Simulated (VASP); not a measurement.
Write the native input for VASP 6.6.1 that does the following.

```yaml
Task: single point
Functional: LDA
Potentials_or_basis: VASP PAW LDA potentials, release 64 (F)
Cutoff: 520 eV
k_mesh: 17 × 17 × 17
Occupations: fermi-dirac, width 0.08 eV
Spin: no spin polarisation
Dipole_correction: no
Further_INCAR_settings: ALGO = Normal; EDIFF = 1e-06; NBANDS = 10
```

The structure of F lies in POSCAR:

```
F
1.0
    2.0123255733      0.0000000000      0.0000000000
    0.0000000000      2.0123255733      0.0000000000
    0.0000000000      0.0000000000      2.0123255733
F
1
Direct
    0.0000000000      0.0000000000      0.0000000000
```

This cell differs from its parent crystal: volume scaled by 0.9.

The input as run:

INCAR

```
ALGO     = Normal         # electronic algorithm
EDIFF    = 1E-6           # SCF threshold, eV
ENCUT    = 520            # plane-wave cutoff, eV
ISIF     = 2              # what is computed and relaxed
ISMEAR   = -1             # smearing method
LASPH    = True           # aspherical terms in the spheres
LCHARG   = False          # write CHGCAR
LREAL    = False          # projectors in reciprocal space
LWAVE    = False          # write WAVECAR
NBANDS   = 10             # bands
NELM     = 80             # most SCF steps
PREC     = Accurate       # precision mode
SIGMA    = 0.08           # smearing width, eV
```

KPOINTS

```
k-points
0
Gamma
  17 17 17
```

Potentials or basis: VASP PAW LDA potentials, release 64 (F).

Run with:

```sh
$ cat potpaw_LDA.64/F/POTCAR > POTCAR
$ mpirun -np 1 vasp_std > vasp.out
```

Results of the run:

The pressure is 14.0 GPa.

Caveat: an odd number of electrons without spin polarisation forces a metal; a magnetic or distorted state may lie lower.

Wall time 3 s on 1 thread of Intel(R) Xeon(R) 6975P-C (Granite Rapids), on a shared host, peak memory 0.11 GiB.
